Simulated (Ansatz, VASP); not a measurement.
## CdSe: VASP beside Ansatz

```xyz
2
Lattice="0.0000 3.0703 3.1317 3.0703 0.0000 3.1317 3.0703 3.0703 0.0000" Properties=species:S:1:pos:R:3 pbc="T T T"
Cd    0.0000    0.0000    0.0000
Se    1.5351    1.5351    1.5658
```

Change from the starting cell: zz strain of +2 %, crystal datasets.

Alike in both runs: task electric field gradients; functional PBE; k mesh 8 × 8 × 8; occupations fermi-dirac, width 0.03 eV; no spin polarisation.

|  | VASP | Ansatz |
| --- | --- | --- |
| version | VASP 6.6.1 | Ansatz 0.2.0 |
| potentials or method | VASP PAW PBE potentials, release 64 (Cd, Se), cutoff 520 eV | all-electron PAW with datasets made for the crystal, scalar-relativistic |

```csv
,VASP,Ansatz,Ansatz less VASP
pressure (GPa),0.6,0.3,-0.24
"traceless stress, the component that is largest in VASP (GPa)",-0.23,-0.24,-0.003
size of Vzz on the site where it differs most (V/Å²),5.6,5.9,+0.37
```

Ansatz ran all-electron here, and VASP with PAW potentials.
